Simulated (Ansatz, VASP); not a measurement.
## Al in VASP and in Ansatz

File POSCAR:

```
Al
1.0
    0.0000000000      3.0137355251      3.0137355251
    3.0137355251      0.0000000000      3.0137355251
    3.0137355251      3.0137355251      0.0000000000
Al
2
Direct
    0.1250000000      0.1250000000      0.1250000000
    0.8750000000      0.8750000000      0.8750000000
```

INCAR.step1

```
SYSTEM = Al
PREC = Accurate ; ENCUT = 520
ISMEAR = -1 ; SIGMA = 0.1
LREAL = .False. ; LASPH = .True.
NELM = 150 ; MAGMOM = 0 0 0 0 0 0
LSORBIT = .True. ; GGA_COMPAT = .False.
NBANDS = 18 ; GGA = PE
ALGO = Normal ; EDIFF = 1E-4
LWAVE = .True. ; LCHARG = .False.
```

File INCAR.step2:

```
SYSTEM = Al
PREC = Accurate ; ENCUT = 520
EDIFF = 1E-6 ; ISMEAR = -1
SIGMA = 0.1 ; LREAL = .False.
LASPH = .True. ; NELM = 150
ALGO = Normal ; ISIF = 2
LWAVE = .False. ; LCHARG = .False.
MAGMOM = 0 0 0 0 0 0 ; LORBIT = 11
LSORBIT = .True. ; GGA_COMPAT = .False.
LORBMOM = .True. ; METAGGA = R2SCAN
LMIXTAU = .True. ; NBANDS = 18
ISTART = 1
```

File KPOINTS:

```
Automatic mesh
0
Gamma
  9 9 9
  0 0 0
```

Input for Ansatz:

```yaml
crystal:
  lattice:
    - [0.0, 3.0137355251, 3.0137355251]
    - [3.0137355251, 0.0, 3.0137355251]
    - [3.0137355251, 3.0137355251, 0.0]
  atoms:
    - { symbol: Al, position: [0.125, 0.125, 0.125] }
    - { symbol: Al, position: [0.875, 0.875, 0.875] }
hamiltonian:
  xc: r2scan
  pseudopotentials:
    kind: paw_fr
    azcp:
      Al: "pseudopotentials/Al.paw.azcp"
basis:
  ecutwfc: 500
  fft_grid_basis: typed
kpoints:
  mp_grid: { grid: [9, 9, 9], shift: [0, 0, 0] }
magnetization:
  noncollinear: true
  spin_orbit: true
scf:
  occupations: { method: fermi_dirac, width: 0.1 }
output:
  write_density: true
  write_potential: true
  elf: true
  volumetric_format: npy
```

Alike in both runs: task single point; functional r2SCAN; k mesh 9 × 9 × 9; occupations fermi-dirac, width 0.1 eV; non-collinear spin, spin-orbit coupling.

|  | VASP | Ansatz |
| --- | --- | --- |
| version | VASP 6.6.1 | Ansatz 0.2.0 |
| potentials or method | VASP PAW PBE potentials, release 64 (Al), cutoff 520 eV | plane waves (500 eV) with PAW, fully relativistic with spin-orbit coupling |
| valence electrons in the cell | 6 | 6 |

```tsv
	VASP	Ansatz	Ansatz less VASP
net moment per atom (μB)	0.00	0.00	0.000
```

VASP's potentials were made for PBE, not for r2SCAN. The functional is the same, so the differences come from potentials, cutoffs and numerics.
